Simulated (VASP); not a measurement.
Runs of VASP 6.6.1 on PtSe. The structure is that of space group P-6m2 (No. 187), or close to it. The cells are those of the table. 

| level | cell | cutoff (eV) | share of exact exchange | screening parameter | gap on the mesh (eV) | pressure (GPa) |
| --- | --- | --- | --- | --- | --- | --- |
| HF | a = 3.702, b = 3.702, c = 3.613 Å, angles 90.0, 90.0, 120.0°, 2 atoms | 520 | 1 | - | none | -10.5 |
| PBEsol-based screened hybrid with 25 % exact exchange | a = 3.702, b = 3.702, c = 3.613 Å, angles 90.0, 90.0, 120.0°, 2 atoms | 400 | 0.25 | 0.207 1/Å | none | (a) |
| r2SCAN50 | a = 3.702, b = 3.702, c = 3.613 Å, angles 90.0, 90.0, 120.0°, 2 atoms | 520 | 0.5 | - | none | -19.4 |
| HF | a = 3.655, b = 3.655, c = 3.387 Å, angles 90.0, 90.0, 120.0°, 2 atoms | 520 | 1 | - | none | -2.3 |

Alike in all rows: task single point; potentials or basis VASP PAW PBE potentials, release 64 (Pt, Se); no spin polarisation; k mesh 4 × 4 × 4; smearing fermi-dirac 0.05 eV.

Task: Estimate the missing entries.

Result: (a) -18.5.

Caveats: all runs use coarse meshes; the PAW data sets were made with another functional, which shifts forces and pressure a little; spin-orbit coupling is left out, which moves the levels of the heavy elements.

A k mesh can miss the band edges, and the runs leave out spin-orbit coupling on Pt, Se.

A gap of «none» marks levels without a gap at the run's occupations.
